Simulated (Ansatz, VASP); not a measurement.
## One calculation of Hf5H2, two programs

```
Hf H
1.0
     3.23703    0.00000    0.00000
    -1.61852    2.80335    0.00000
     0.00000    0.00000   13.15180
Hf H
5 2
Direct
  0.00000 0.00000 0.00000
  0.66667 0.33333 0.78909
  0.33333 0.66667 0.21091
  0.66667 0.33333 0.40080
  0.33333 0.66667 0.59920
  0.00000 0.00000 0.15148
  0.00000 0.00000 0.84852
```

Alike in both runs: functional PBE; k mesh 6 × 6 × 2; occupations gaussian, width 0.2 eV; no spin polarisation.

Ansatz relaxed the structure, and its values are those at the end. VASP's run is a single point on that final structure, the one shown.

|  | VASP | Ansatz |
| --- | --- | --- |
| version | VASP 6.6.1 | Ansatz 0.2.0 |
| potentials or method | VASP PAW PBE potentials, release 64 (Hf_pv, H), cutoff 520 eV | scalar-relativistic, plane waves, PAW |
| valence electrons in the cell | 52 | 132 |

VASP gave:

```
gap on the k mesh at the Fermi level (eV) : none
pressure (GPa)                            : -0.5
rms of the force components (eV/Å)        : 0.004
```

Q: Which values does Ansatz return?

A: gap on the k mesh at the Fermi level (eV): none; pressure (GPa): 0.0; rms of the force components (eV/Å): 0.005.

A gap of «none» marks a metal or a gap that the smearing closes. VASP's potentials hold 52 valence electrons a cell and Ansatz's 132, so a difference there can come from the potentials and not from the codes.

The k mesh is coarse, so the values compare programs but aren't converged. Neither program's run includes spin-orbit coupling.
